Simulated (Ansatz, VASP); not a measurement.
One calculation of In, two programs

INCAR

```
SYSTEM = In
PREC = Accurate
ENCUT = 520
EDIFF = 1E-6
ISMEAR = -1
SIGMA = 0.05
LREAL = .FALSE.
LASPH = .TRUE.
NELM = 100
ALGO = Normal
ISIF = 2
LWAVE = .FALSE.
LCHARG = .FALSE.
GGA = PS
NBANDS = 12
```

File KPOINTS:

```
Automatic mesh
0
G
  14 14 14
  0 0 0
```

File POSCAR:

```
In
1.0
    2.3082926249      0.0000000000      0.0000000000
    0.0000000000      2.3082926249      0.0000000000
    0.0000000000      0.0000000000      2.3082926249
In
1
Direct
    0.0000000000      0.0000000000      0.0000000000
```

Input for Ansatz:

```yaml
crystal:
  lattice:
    - [2.3082926249, 0.0, 0.0]
    - [0.0, 2.3082926249, 0.0]
    - [0.0, 0.0, 2.3082926249]
  atoms:
    - { symbol: In, position: [0.0, 0.0, 0.0] }
kpoints:
  mp_grid: { grid: [14, 14, 14] }
scf:
  occupations: { method: fermi_dirac, width: 0.05 }
hamiltonian:
  xc: pbesol
  pseudopotentials: { kind: all_electron, lapw: { basis_error: 0.001 } }
output:
  forces: true
  stress: true
  eigenvalues: true
  populations: true
```

Change from the starting cell: volume scaled by 0.45, LAPW.

Alike in both runs: task single point; functional PBEsol; k mesh 14 × 14 × 14; occupations fermi-dirac, width 0.05 eV; no spin polarisation.

|  | VASP | Ansatz |
| --- | --- | --- |
| version | VASP 6.6.1 | Ansatz 0.2.0 |
| potentials or method | VASP PAW PBE potentials, release 64 (In_d), cutoff 520 eV | all-electron LAPW, scalar-relativistic |

|  | VASP | Ansatz | Ansatz less VASP |
| --- | --- | --- | --- |
| pressure (GPa) | 253.6 | 252.0 | -1.60 |

VASP's potentials were made for PBE, not for PBEsol. Both programs put the cell under a high pressure, so it lies far from rest at this level. Ansatz ran all-electron here, and VASP with PAW potentials.

Noted on VASP's run: the cell as given lies far from equilibrium.
